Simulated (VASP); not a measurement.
Wanted: the native input for a VASP 6.6.1 run.

```yaml
Task: relaxation of cell and atoms
Functional: PBE
Potentials_or_basis: VASP PAW PBE potentials, release 64 (Ba_sv, Ag, F)
Cutoff: 600 eV
k_mesh: 8 × 8 × 8
Occupations: gaussian, width 0.02 eV
Spin: no spin polarisation
Dipole_correction: no
Further_INCAR_settings: ALGO = Normal; EDIFF = 1e-06; IBRION = 2; EDIFFG = -0.005; NSW = 100; ISIF = 3
```

The structure of BaAgF3 lies in POSCAR:

```
BaAgF3
1.0
    4.5851770355      0.0000000000      0.0000000000
    0.0000000000      4.5851770355      0.0000000000
    0.0000000000      0.0000000000      4.5851770355
Ba Ag F
1 1 3
Direct
    0.0000000000      0.0000000000      0.0000000000
    0.5000000000      0.5000000000      0.5000000000
    0.0000000000      0.5000000000      0.5000000000
    0.5000000000      0.5000000000      0.0000000000
    0.5000000000      0.0000000000      0.5000000000
```

These files were run (other wordings do the same):

INCAR

```
SYSTEM = BaAgF3
PREC     = Accurate       ! precision mode
ENCUT    = 600            ! plane-wave cutoff, eV
EDIFF    = 1E-6           ! SCF threshold, eV
ISMEAR   = 0              ! smearing method
SIGMA    = 0.02           ! smearing width, eV
LREAL    = .False.        ! projectors in reciprocal space
LASPH    = .True.         ! aspherical terms in the spheres
NELM     = 100            ! most SCF steps
ALGO     = Normal         ! electronic algorithm
ISIF     = 3              ! what is computed and relaxed
LWAVE    = .False.        ! write WAVECAR
LCHARG   = .False.        ! write CHGCAR
GGA      = PE             ! functional
IBRION   = 2              ! ionic algorithm
NSW      = 100            ! ionic steps
EDIFFG   = -0.005         ! ionic threshold
```

KPOINTS

```
regular mesh
0
Gamma
  8 8 8
  0 0 0
```

Potentials or basis: VASP PAW PBE potentials, release 64 (Ba_sv, Ag, F).

Command:

```bash
$ cat potpaw_PBE.64/Ba_sv/POTCAR potpaw_PBE.64/Ag/POTCAR potpaw_PBE.64/F/POTCAR > POTCAR
$ mpirun -np 1 vasp_std > vasp.out
```

It gave:

```json
{
  "Relaxed volume": "19.19 Å³/atom",
  "Relaxed cell": "a = 4.578 Å, b = 4.578 Å, c = 4.578 Å, α = 90.00°, β = 90.00°, γ = 90.00°",
  "Space group after relaxing (to 0.1 Å)": "Pm-3m (No. 221)",
  "Energy gained by relaxing": "0.1 meV/atom",
  "Ionic steps": "2",
  "Pressure after relaxing": "0.0 GPa",
  "Band gap on the k mesh": "0.26 eV (least direct gap 2.12 eV)"
}
```

Caveat: semilocal functionals underestimate gaps, and a narrow one can read as zero; spin-orbit coupling is left out, which moves the levels of the heavy elements.

It took 97 s on 1 thread of Intel(R) Xeon(R) 6975P-C (Granite Rapids), with other jobs on the host, peak memory 0.31 GiB.
